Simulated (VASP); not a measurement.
Here is a VASP 6.6.1 calculation.

Contents of INCAR:

```
PREC = Accurate ; ENCUT = 520
EDIFF = 1E-6 ; ISMEAR = -1
SIGMA = 0.1 ; LREAL = F
LASPH = T ; NELM = 100
ALGO = Normal ; ISIF = 2
LWAVE = F ; LCHARG = F
NBANDS = 11
```

KPOINTS

```
Automatic mesh
0
Gamma
  9 9 10
```

The input POSCAR:

```
Ba
1.0
    4.1329716667      0.0000000000      0.0000000000
    0.0000000000      4.1329716667      0.0000000000
    0.0000000000      0.0000000000      3.6055390000
Ba
1
Direct
    0.5000000000      0.5000000000      0.5000000000
```

Potentials or basis: VASP PAW LDA potentials, release 64 (Ba_sv).

Launch:

```sh
$ cat potpaw_LDA.64/Ba_sv/POTCAR > POTCAR
$ mpirun -np 1 vasp_std > vasp.out
```

Estimate the pressure.

-1.0 GPa.

What does it give for the band gap on the k mesh?

Zero (band 5 reaches 1.54 eV, above the bottom of band 6 at 1.11 eV).

Stress tensor (GPa, compression positive):
```
-2.27  0.00  0.00
 0.00 -2.27  0.00
 0.00  0.00  1.69
```

Caveat: spin-orbit coupling is left out, which moves the levels of the heavy elements.
